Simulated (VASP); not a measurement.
# La2O3: single point with PBEsol

Crystal: La2O3.

```
CELL_PARAMETERS angstrom
3.90586 0.00000 0.00000
-1.95293 3.38257 0.00000
0.00000 0.00000 6.04134
ATOMIC_POSITIONS crystal
La 0.66667 0.33333 0.75460
La 0.33333 0.66667 0.24540
O 0.66667 0.33333 0.35403
O 0.33333 0.66667 0.64597
O 0.00000 0.00000 0.00000
```

- Program: VASP 6.6.1
- Task: single point
- Functional: PBEsol
- Potentials or basis: VASP PAW PBE potentials, release 64 (La, O)
- Cutoff: 520 eV
- k mesh: 6 × 6 × 4
- Occupations: gaussian, width 0.01 eV
- Spin: no spin polarisation

```
Pressure               : -0.2 GPa
Largest force          : 0.007 eV/Å
Band gap on the k mesh : 3.78 eV (least direct gap 3.87 eV)
```

Forces in eV/Å, atoms in the order of the input:
```
La   0.000  0.000 -0.007
La   0.000  0.000  0.007
O    0.000  0.000 -0.003
O    0.000  0.000  0.003
O    0.000  0.000  0.000
```

Levels at points of the mesh, in eV from the valence-band top:
| k point | band 18 | band 19 | band 20 | band 21 | band 22 | band 23 |
| --- | --- | --- | --- | --- | --- | --- |
| (0.00, 0.00, 0.00) | -0.43 | -0.43 | -0.15 | 4.31 | 4.58 | 4.58 |
| (0.50, 0.00, 0.00) | -0.67 | -0.42 | -0.32 | 3.82 | 4.79 | 5.32 |
| (0.00, 0.00, 0.50) | -0.86 | -0.32 | -0.32 | 4.77 | 4.77 | 4.78 |
| (0.50, 0.00, 0.50) | -0.77 | -0.37 | 0.00 | 4.45 | 4.66 | 5.21 |

Wall time 78 s on 1 thread of AMD EPYC 7R43 64-Core Processor (Zen 3), with other jobs on the host, peak memory 0.18 GiB.

Caveat: the PAW data sets were made with another functional, which shifts forces and pressure a little; spin-orbit coupling is left out, which moves the levels of the heavy elements. A k mesh can miss the band edges.
